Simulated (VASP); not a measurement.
Write the native input for VASP 6.6.1 that does the following.

* Task: single point
* Functional: PBEsol
* Potentials or basis: VASP PAW PBE potentials, release 64 (Mg, H)
* Cutoff: 520 eV
* k mesh: 9 × 9 × 1
* Occupations: gaussian, width 0.1 eV
* Spin: no spin polarisation
* Dipole correction: yes
* Further INCAR settings: ALGO = Normal; EDIFF = 1e-07; NBANDS = 12

The structure of Mg4H lies in POSCAR:

```
Mg4H
1.0
    3.1837023370      0.0000000000      0.0000000000
   -1.5918511685      2.7571671019      0.0000000000
    0.0000000000      0.0000000000     26.7081898776
Mg H
4 1
Direct
    0.6666666667      0.3333333333      0.3182544395
    0.3333333333      0.6666666666      0.4146106426
    0.6666666667      0.3333333333      0.5090329198
    0.3333333333      0.6666666666      0.6065324327
    0.3333333333      1.1666666666      0.6558950190
```

One way to write it, as run:

INCAR

```
ALGO = Normal
DIPOL = 0.5 0.5 0.501
EDIFF = 1E-7
ENCUT = 520
GGA = PS
IDIPOL = 3
ISIF = 2
ISMEAR = 0
LASPH = True
LCHARG = False
LDIPOL = True
LREAL = False
LWAVE = False
NBANDS = 12
NELM = 100
PREC = Accurate
SIGMA = 0.1
```

KPOINTS

```
k-points
0
Gamma
  9 9 1
```

Potentials or basis: VASP PAW PBE potentials, release 64 (Mg, H).

The run is started by

```sh
$ cat potpaw_PBE.64/Mg/POTCAR potpaw_PBE.64/H/POTCAR > POTCAR
$ mpirun -np 1 vasp_std > vasp.out
```

It gave:

The largest force is 0.885 eV/Å.

Caveat: the PAW data sets were made with another functional, which shifts forces and pressure a little.

Run time: 94 s on 1 thread of Intel(R) Xeon(R) Platinum 8375C CPU @ 2.90GHz (Ice Lake), on a shared host, peak memory 0.35 GiB.
